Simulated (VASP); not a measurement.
Set up this calculation in VASP 6.6.1, as the native input.

```yaml
Task: single point
Functional: PBEsol
Potentials_or_basis: VASP PAW PBE potentials, release 64 (Cu)
Cutoff: 520 eV
k_mesh: 10 × 10 × 3
Occupations: fermi-dirac, width 0.1 eV
Spin: no spin polarisation
Dipole_correction: no
Further_INCAR_settings: ALGO = Normal; EDIFF = 1e-06; NBANDS = 30
```

The structure of Cu lies in POSCAR:

```
Cu
1.0
    2.5640673454      0.0000000000      0.0000000000
   -1.2820336727      2.2205475443      0.0000000000
    0.0000000000      0.0000000000      8.3705355599
Cu
4
Direct
    0.0000000000      0.0000000000      0.0000000000
    0.3333333333      0.6666666667      0.2500000000
    0.0000000000      0.0000000000      0.5000000000
    0.6666666667      0.3333333333      0.7500000000
```

This isn't the form of Cu at room conditions, which is fcc.

One way to write it, as run:

INCAR

```
SYSTEM = Cu
ALGO     = Normal         ! electronic algorithm
EDIFF    = 1E-6           ! SCF threshold, eV
ENCUT    = 520            ! plane-wave cutoff, eV
GGA      = PS             ! functional
ISIF     = 2              ! what is computed and relaxed
ISMEAR   = -1             ! smearing method
LASPH    = .TRUE.         ! aspherical terms in the spheres
LCHARG   = .FALSE.        ! write CHGCAR
LREAL    = .FALSE.        ! projectors in reciprocal space
LWAVE    = .FALSE.        ! write WAVECAR
NBANDS   = 30             ! bands
NELM     = 60             ! most SCF steps
PREC     = Accurate       ! precision mode
SIGMA    = 0.1            ! smearing width, eV
```

KPOINTS

```
k-points
0
G
  10 10 3
  0 0 0
```

Potentials or basis: VASP PAW PBE potentials, release 64 (Cu).

The run is started by

```console
$ cat potpaw_PBE.64/Cu/POTCAR > POTCAR
$ mpirun -np 1 vasp_std > vasp.out
```

Results of the run:

The pressure is -6.8 GPa and the band gap on the k mesh is zero (bands 22 and 23 overlap by 4.70 eV).

Caveat: the cell stands under tension; the PAW data sets were made with another functional, which shifts forces and pressure a little.

Wall time 59 s on 1 thread of Intel Xeon 8259CL, on a shared host, peak memory 0.17 GiB.
